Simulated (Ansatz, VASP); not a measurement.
# Two plane-wave programs on ZnS

```
CELL_PARAMETERS angstrom
3.82300 0.00000 0.00000
-1.91150 3.31082 0.00000
0.00000 0.00000 6.26100
ATOMIC_POSITIONS crystal
Zn 0.33333 0.66667 0.00013
Zn 0.66667 0.33333 0.50013
S 0.33333 0.66667 0.37487
S 0.66667 0.33333 0.87487
```

Alike in both runs: task single point; functional PBEsol; k mesh 9 × 9 × 4; non-collinear spin, spin-orbit coupling.

|  | VASP | Ansatz |
| --- | --- | --- |
| version | VASP 6.6.1 | Ansatz 0.2.0 |
| potentials or method | VASP PAW PBE potentials, release 64 (Zn, S), cutoff 520 eV | plane waves, PAW |
| occupations | gaussian, width 0.01 eV | fixed |
| valence electrons in the cell | 36 | 36 |

|  | VASP | Ansatz | Ansatz less VASP |
| --- | --- | --- | --- |
| net moment per atom (μB) | 0.00 | 0.00 | 0.000 |

VASP's potentials were made for PBE, not for PBEsol, and Ansatz warns of the same on its side.
